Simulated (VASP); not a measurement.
# Te2Mo (P2_1/m) in VASP: further runs

Aim: see how the results for Te2Mo move with the level of theory and the settings. Levels: BLYP, PBE. Tasks: single point.

Everything below comes from runs of VASP 6.6.1. Logs are shortened: lines on timing, memory, paths and dates and some standing lists are left out, and cuts for length are marked.

## 1. The cell of the first run

The structure is monoclinic, space group P2_1/m (No. 11). Conventional cell: a = 6.413 Å, b = 3.515 Å, c = 14.042 Å, α = 90.00°, β = 93.92°, γ = 90.00°. Within 3.7 Å of Te (site symmetry m) lie 3 Mo at 2.83 to 2.85 Å and 6 Te at 3.51 to 3.67 Å. Te (site symmetry m) has 3 Mo at 2.73 to 2.74 Å and 2 Te at 3.51 Å within 3.6 Å. Within 3.7 Å of Te (site symmetry m) lie 3 Mo at 2.83 to 2.85 Å and 6 Te at 3.51 to 3.70 Å. Within 3.6 Å of Te (site symmetry m) lie 3 Mo at 2.73 to 2.75 Å and 2 Te at 3.51 Å. Mo (site symmetry m) has 6 Te at 2.73 to 2.85 Å and 4 Mo at 2.93 to 3.51 Å within 3.6 Å. Mo (site symmetry m) has 6 Te at 2.73 to 2.85 Å and 4 Mo at 2.94 to 3.51 Å within 3.6 Å.

## 2. Single point, BLYP

Input file INCAR:

```
SYSTEM = Te2Mo
PREC = Accurate
ENCUT = 520
EDIFF = 1E-6
ISMEAR = -1
SIGMA = 0.05
LREAL = .FALSE.
LASPH = .TRUE.
NELM = 100
ALGO = Normal
ISIF = 2
LWAVE = .FALSE.
LCHARG = .FALSE.
GGA = B5
ALDAX = 1.0
AGGAX = 1.0
AGGAC = 1.0
ALDAC = 0.0
NBANDS = 64
```

Input file KPOINTS:

```
regular mesh
0
G
  4 8 2
  0 0 0
```

Input file POSCAR:

```
Te2Mo
1.0
    6.4132990262      0.0000000000      0.0000000000
    0.0000000000      3.5146499719      0.0000000000
   -0.9592539627      0.0000000000     14.0095870791
Te Mo
8 4
Direct
    0.9437000000      0.7500000000      0.6045000000
    0.0563000000      0.2500000000      0.3955000000
    0.9030000000      0.2500000000      0.8514000000
    0.0970000000      0.7500000000      0.1486000000
    0.4112000000      0.7500000000      0.8955000000
    0.5888000000      0.2500000000      0.1045000000
    0.4432000000      0.2500000000      0.6484000000
    0.5568000000      0.7500000000      0.3516000000
    0.8167000000      0.7500000000      0.9926000000
    0.1833000000      0.2500000000      0.0074000000
    0.6819000000      0.2500000000      0.4934000000
    0.3181000000      0.7500000000      0.5066000000
```

Potentials or basis: VASP PAW PBE potentials, release 64 (Te, Mo_sv).

On the command line:

```bash
$ cat potpaw_PBE.64/Te/POTCAR potpaw_PBE.64/Mo_sv/POTCAR > POTCAR
$ mpirun -np 1 vasp_std > vasp.out
```

OUTCAR:

```text
SYSTEM = Te2Mo
   PREC = Accurate
   ENCUT = 520
   EDIFF = 1E-6
   ISMEAR = -1
   LREAL = .FALSE.
   LASPH = .TRUE.
   NELM = 100
   ISIF = 2
   GGA = B5

 ion  position               nearest neighbor table
   1  0.944  0.750  0.605-  11 2.83  11 2.83  12 2.85   2 3.54   2 3.54   7 3.67   7 3.67
   2  0.056  0.250  0.395-  12 2.83  12 2.83  11 2.85   1 3.54   1 3.54   8 3.67   8 3.67
   3  0.903  0.250  0.851-   9 2.73   9 2.73  10 2.74
   4  0.097  0.750  0.149-  10 2.73  10 2.73   9 2.74
   5  0.411  0.750  0.895-  10 2.83  10 2.83   9 2.85   6 3.54   6 3.54
   6  0.589  0.250  0.105-   9 2.83   9 2.83  10 2.85   5 3.54   5 3.54
   7  0.443  0.250  0.648-  12 2.73  12 2.73  11 2.75   1 3.67   1 3.67
   8  0.557  0.750  0.352-  11 2.73  11 2.73  12 2.75   2 3.67   2 3.67
   9  0.817  0.750  0.993-   3 2.73   3 2.73   4 2.74   6 2.83   6 2.83   5 2.85  10 2.93  10 2.93

  10  0.183  0.250  0.007-   4 2.73   4 2.73   3 2.74   5 2.83   5 2.83   6 2.85   9 2.93   9 2.93

  11  0.682  0.250  0.493-   8 2.73   8 2.73   7 2.75   1 2.83   1 2.83   2 2.85  12 2.94  12 2.94

  12  0.318  0.750  0.507-   7 2.73   7 2.73   8 2.75   2 2.83   2 2.83   1 2.85  11 2.94  11 2.94

  LATTYP: Found a simple monoclinic cell.
 ALAT       =     6.4132990262
 B/A-ratio  =     0.5480252765
 C/A-ratio  =     2.1895734597
 COS(beta)  =    -0.0683113066

  Lattice vectors:

 A1 = (   6.4132990262,   0.0000000000,   0.0000000000)
 A2 = (   0.0000000000,   3.5146499719,   0.0000000000)
 A3 = (  -0.9592539627,   0.0000000000,  14.0095870791)

Analysis of symmetry for initial positions (statically):
=====================================================================
 Subroutine PRICEL returns:
 Original cell was already a primitive cell.

 Routine SETGRP: Setting up the symmetry group for a
 simple monoclinic supercell.

 Subroutine GETGRP returns: Found  4 space group operations
 (whereof  2 operations were pure point group operations)
 out of a pool of  4 trial point group operations.

The static configuration has the point symmetry S_2 .
 The point group associated with its full space group is C_2h.

Analysis of symmetry for dynamics (positions and initial velocities):
=====================================================================
 Subroutine PRICEL returns:
 Original cell was already a primitive cell.

 Routine SETGRP: Setting up the symmetry group for a
 simple monoclinic supercell.

 Subroutine GETGRP returns: Found  4 space group operations
 (whereof  2 operations were pure point group operations)
 out of a pool of  4 trial point group operations.

The dynamic configuration has the point symmetry S_2 .
 The point group associated with its full space group is C_2h.

 Subroutine INISYM returns: Found  4 space group operations
 (whereof  2 operations are pure point group operations),
 and found     1 'primitive' translations

----------------------------------------------------------------------------------------

                                     Primitive cell

  volume of cell :     315.7831

  direct lattice vectors                    reciprocal lattice vectors
     6.413299026  0.000000000  0.000000000     0.155925990  0.000000000  0.010676448
     0.000000000  3.514649972  0.000000000     0.000000000  0.284523355  0.000000000
    -0.959253963  0.000000000 14.009587079     0.000000000  0.000000000  0.071379691

  length of vectors
     6.413299026  3.514649972 14.042389337     0.156291077  0.284523355  0.071379691

  position of ions in fractional coordinates (direct lattice)
     0.943700000  0.750000000  0.604500000
     0.056300000  0.250000000  0.395500000
     0.903000000  0.250000000  0.851400000
     0.097000000  0.750000000  0.148600000
     0.411200000  0.750000000  0.895500000
     0.588800000  0.250000000  0.104500000
     0.443200000  0.250000000  0.648400000
     0.556800000  0.750000000  0.351600000
     0.816700000  0.750000000  0.992600000
     0.183300000  0.250000000  0.007400000
     0.681900000  0.250000000  0.493400000
     0.318100000  0.750000000  0.506600000

  ion indices of the primitive-cell ions
   primitive index   ion index
                 1           1
                 2           2
                 3           3
                 4           4
                 5           5
                 6           6
                 7           7
                 8           8
                 9           9
                10          10
                11          11
                12          12

----------------------------------------------------------------------------------------

 KPOINTS: regular mesh

Automatic generation of k-mesh.
 Grid dimensions read from file:
 generate k-points for:    4    8    2

 Generating k-lattice:

  Cartesian coordinates                     Fractional coordinates (reciprocal lattice)
     0.038981498  0.000000000  0.002669112     0.250000000  0.000000000  0.000000000
     0.000000000  0.035565419  0.000000000     0.000000000  0.125000000  0.000000000
     0.000000000  0.000000000  0.035689846     0.000000000  0.000000000  0.500000000

  Length of vectors
     0.039072769  0.035565419  0.035689846

  Shift w.r.t. Gamma in fractional coordinates (k-lattice)
     0.000000000  0.000000000  0.000000000

 Subroutine IBZKPT returns following result:
 ===========================================

 Found     30 irreducible k-points:

 Following reciprocal coordinates:
            Coordinates               Weight
  0.000000  0.000000  0.000000      1.000000
  0.250000  0.000000  0.000000      2.000000
  0.500000  0.000000  0.000000      1.000000
  0.000000  0.125000  0.000000      2.000000
  0.250000  0.125000  0.000000      4.000000
  0.500000  0.125000  0.000000      2.000000
[... 16 lines left out ...]
  0.250000  0.250000  0.500000      4.000000
  0.500000  0.250000  0.500000      2.000000
 [... further k-points ...]
   k-points           NKPTS =     30   k-points in BZ     NKDIM =     30   number of bands    NBANDS=     64
   number of dos      NEDOS =    301   number of ions     NIONS =     12
   total plane-waves  NPLWV = 145152
   dimension x,y,z NGX =    48 NGY =   28 NGZ =  108
   dimension x,y,z NGXF=    96 NGYF=   56 NGZF=  216
   ions per type =               8   4
   NGX,Y,Z   is equivalent  to a cutoff of  12.44, 13.24, 12.79 a.u.
   NGXF,Y,Z  is equivalent  to a cutoff of  24.89, 26.49, 25.57 a.u.
 SYSTEM =  Te2Mo
   PREC   = accura    normal or accurate (medium, high low for compatibility)
   ISTART =      0    job   : 0-new  1-cont  2-samecut
   ICHARG =      2    charge: 1-file 2-atom 10-const
   ISPIN  =      1    spin polarized calculation?
   LNONCOLLINEAR =      F non collinear calculations
   LSORBIT =      F    spin-orbit coupling
   LASPH  =      T    aspherical Exc in radial PAW
   ENCUT  =  520.0 eV  38.22 Ry    6.18 a.u.  11.92  6.53 26.11*2*pi/ulx,y,z
   NELM   =    100;   NELMIN=  2; NELMDL= -5     # of ELM steps
   EDIFF  = 0.1E-05   stopping-criterion for ELM
   LREAL  =      F    real-space projection
   EDIFFG = 0.1E-04   stopping-criterion for IOM
   NSW    =      0    number of steps for IOM
   IBRION =     -1    ionic relax: 0-MD 1-quasi-New 2-CG
   NFREE  =      0    steps in history (QN), initial steepest desc. (CG)
   ISIF   =      2    stress and relaxation
   ISYM   =      2    0-nonsym 1-usesym 2-fastsym
   POTIM  = 0.5000    time-step for ionic-motion
   TEBEG  =    0.0;   TEEND  =   0.0 temperature during run
   PSTRESS=    0.0 pullay stress
   NELECT =     104.0000    total number of electrons
   NUPDOWN=      -1.0000    fix difference up-down
   EMIN   =  10.00;   EMAX   =-10.00  energy-range for DOS
   EFERMI =   0.00;   METHOD = LEGACY
   ISMEAR =    -1;   SIGMA  =   0.05  broadening in eV -4-tet -1-fermi 0-gaus
   EFERMI_NEDOS =   21; number of points for ismear=-14 and -15
   IALGO  =     38    algorithm
   IMIX   =      4    mixing-type and parameters
     AMIX     =   0.40;   BMIX     =  1.00
     AMIX_MAG =   1.60;   BMIX_MAG =  1.00
  volume/ion in A,a.u.               =      26.32       177.58
  Fermi-wavevector in a.u.,A,eV,Ry     =   1.130550  2.136429 17.390185  1.278143
  Thomas-Fermi vector in A             =   2.267246
   LORBIT       =      0    0 simple, 1 ext, 2 COOP (PROOUT), +10 PAW based schemes
   GGA     = B5    functional components
   LHFCALC =     F    Hartree Fock is set to
   AEXX    =    0.0000 exact exchange contribution
   IVDW    =     0    specifies the selected vdW correction
   LEPSILON=     F    determine dielectric tensor
   LRPA    =     F    only Hartree local field effects (RPA)
 non-spin polarized calculation
  energy-cutoff  :      520.00
  volume of cell :      315.78
 maximum number of plane-waves:      8536
 NGX is ok and might be reduce to    48
   NGX = 23   NGY = 13   NGZ = 53

 number of electron     104.0000005 magnetization

 Free energy of the ion-electron system (eV)
  ---------------------------------------------------
  ext. energy  EPLUGINS =         0.00000000
  ---------------------------------------------------
  free energy    TOTEN  =       -60.53365937 eV

  energy without entropy =      -60.49834000  energy(sigma->0) =      -60.51599969

 E-fermi :   8.1632     XC(G=0):  -9.5521

 val. band max:        8.1419271962   @ k =   0.5000   0.0000   0.0000
 cond. band min:       8.1682721146   @ k =   0.0000   0.1250   0.0000
 fundamental gap:      0.0263449184
 Fermi energy:         8.1632288455

 k-point     1 :       0.0000    0.0000    0.0000
  band No.  band energies     occupation
      1     -52.7637      2.00000
      2     -52.7397      2.00000
      3     -52.7148      2.00000
      4     -52.6895      2.00000
      5     -27.1186      2.00000
      6     -27.0967      2.00000
[... 56 lines left out ...]
     63      10.9628      0.00000
     64      11.0573      0.00000

 k-point     2 :       0.2500    0.0000    0.0000
  band No.  band energies     occupation
      1     -52.7636      2.00000
      2     -52.7395      2.00000
      3     -52.7149      2.00000
      4     -52.6897      2.00000
      5     -27.1152      2.00000
      6     -27.0934      2.00000
[... 56 lines left out ...]
     63      10.9479      0.00000
     64      11.1364      0.00000

 k-point     3 :       0.5000    0.0000    0.0000
  band No.  band energies     occupation
      1     -52.7635      2.00000
      2     -52.7394      2.00000
      3     -52.7151      2.00000
      4     -52.6898      2.00000
      5     -27.1118      2.00000
      6     -27.0900      2.00000
[... 1396 lines left out ...]
     63      10.5116      0.00000
     64      10.5867      0.00000

 k-point    24 :       0.5000    0.2500    0.5000
  band No.  band energies     occupation
      1     -52.7540      2.00000
      2     -52.7297      2.00000
      3     -52.7197      2.00000
      4     -52.6946      2.00000
      5     -27.1249      2.00000
      6     -27.1197      2.00000
[... 56 lines left out ...]
     63      10.3705      0.00000
     64      10.4887      0.00000

 [... further k-points ...]

------------------------ aborting loop because EDIFF is reached ----------------------------------------

  FORCE on cell =-STRESS in cart. coord.  units (eV):
  Direction    XX          YY          ZZ          XY          YZ          ZX
  --------------------------------------------------------------------------------------
  -------------------------------------------------------------------------------------
  Total        9.5603543     10.5294390      7.8569902      0.0000000      0.0000000      0.1802874
  in kB       48.5060225     53.4228327     39.8637262      0.0000000      0.0000000      0.9147177
  external PRESSURE =      47.2641938 kB  Pullay stress =       0.0000000 kB

 VOLUME and BASIS-vectors are now :
 -----------------------------------------------------------------------------
  energy-cutoff  :      520.00
  volume of cell :      315.78
      direct lattice vectors                 reciprocal lattice vectors
     6.413299026  0.000000000  0.000000000     0.155925990  0.000000000  0.010676448
     0.000000000  3.514649972  0.000000000     0.000000000  0.284523355  0.000000000
    -0.959253963  0.000000000 14.009587079     0.000000000  0.000000000  0.071379691

 POSITION                                       TOTAL-FORCE (eV/Angst)
 -----------------------------------------------------------------------------------
      5.47236      2.63599      8.46880         0.009379     -0.000000      0.123254
     -0.01832      0.87866      5.54079        -0.009379     -0.000000     -0.123254
      4.97450      0.87866     11.92776        -0.025801     -0.000000      0.006054
      0.47954      2.63599      2.08182         0.025801     -0.000000     -0.006054
      1.77814      2.63599     12.54559        -0.006790      0.000000     -0.084808
      3.67591      0.87866      1.46400         0.006790     -0.000000      0.084808
      2.22039      0.87866      9.08382        -0.038084     -0.000000     -0.041316
      3.23365      2.63599      4.92577         0.038084      0.000000      0.041316
      4.28559      2.63599     13.90592         0.132279     -0.000000     -0.022765
      1.16846      0.87866      0.10367        -0.132279     -0.000000      0.022765
      3.89993      0.87866      6.91233        -0.216382     -0.000000     -0.028671
      1.55411      2.63599      7.09726         0.216382     -0.000000      0.028671
 -----------------------------------------------------------------------------------
    total drift:                               -0.000000      0.000000      0.000000

  FREE ENERGIE OF THE ION-ELECTRON SYSTEM (eV)
  ---------------------------------------------------
  free  energy   TOTEN  =       -60.5336593707 eV

  energy  without entropy=      -60.4983400010  energy(sigma->0) =      -60.51599969
```

Run time: 9.8 min. Hardware: 1 thread of AMD EPYC 9R45 (Zen 5), shared host; peak memory 0.64 GiB.

What came out:

```yaml
Free_energy: -60.5337 eV
Pressure: 4.7 GPa
Largest_force: 0.218 eV/Å
Band_gap_on_the_k_mesh: zero (band 52 reaches 8.26 eV, above the bottom of band 53 at 8.13 eV)
```

Forces in eV/Å, atoms in the order of the input:
```
Te   0.009  0.000  0.123
Te  -0.009  0.000 -0.123
Te  -0.026  0.000  0.006
Te   0.026  0.000 -0.006
Te  -0.007  0.000 -0.085
Te   0.007  0.000  0.085
Te  -0.038  0.000 -0.041
Te   0.038  0.000  0.041
Mo   0.132  0.000 -0.023
Mo  -0.132  0.000  0.023
Mo  -0.216  0.000 -0.029
Mo   0.216  0.000  0.029
```

Levels at points of the mesh, in eV from the Fermi level:
```tsv
k point	band 50	band 51	band 52	band 53	band 54	band 55
(0.00, 0.00, 0.00)	-0.12	0.07	0.09	0.44	0.66	0.79
(0.50, 0.00, 0.00)	-0.80	-0.64	-0.56	-0.02	0.04	0.80
(0.00, 0.50, 0.00)	-1.44	-1.39	-1.39	1.00	1.00	1.09
(0.50, 0.50, 0.00)	-0.97	-0.89	-0.89	0.94	0.94	0.99
(0.00, 0.00, 0.50)	-0.06	-0.03	-0.03	0.46	0.55	0.81
(0.50, 0.00, 0.50)	-0.79	-0.63	-0.42	0.02	0.07	0.76
(0.00, 0.50, 0.50)	-1.47	-1.41	-1.41	1.00	1.00	1.08
(0.50, 0.50, 0.50)	-0.96	-0.89	-0.89	0.95	0.95	0.97
```

Caveat: the PAW data sets were made with another functional, which shifts forces and pressure a little; spin-orbit coupling is left out, which moves the levels of the heavy elements.

[end of part 1 of 2]
